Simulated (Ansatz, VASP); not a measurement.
# Si6Sn: VASP beside Ansatz

```
Si Sn
1.0
     7.32574    0.00000    0.00000
    -3.66287    6.34428    0.00000
     0.00000    0.00000    2.58190
Si Sn
6 1
Direct
  0.30253 0.44839 0.00000
  0.44839 0.14586 0.00000
  0.85414 0.30253 0.00000
  0.55161 0.85414 0.00000
  0.69747 0.55161 0.00000
  0.14586 0.69747 0.00000
  0.00000 0.00000 0.00000
```

Alike in both runs: functional PBE; k mesh 3 × 3 × 6; occupations gaussian, width 0.2 eV; no spin polarisation.

Ansatz relaxed the structure, and its values are those at the end. VASP's run is a single point on that final structure, the one shown.

```csv
,VASP,Ansatz
version,VASP 6.6.1,Ansatz 0.2.0
potentials or method,"VASP PAW PBE potentials, release 64 (Si, Sn_d), cutoff 520 eV","scalar-relativistic, plane waves, PAW"
valence electrons in the cell,38,38
```

```csv
,VASP,Ansatz,Ansatz less VASP
gap on the k mesh at the Fermi level (eV),none,none,-
pressure (GPa),0.4,0.5,+0.04
rms of the force components (eV/Å),0.012,0.011,-0.0004
```

A gap of «none» marks a metal or a gap that the smearing closes.

The k mesh is coarse, so the values compare programs but aren't converged.
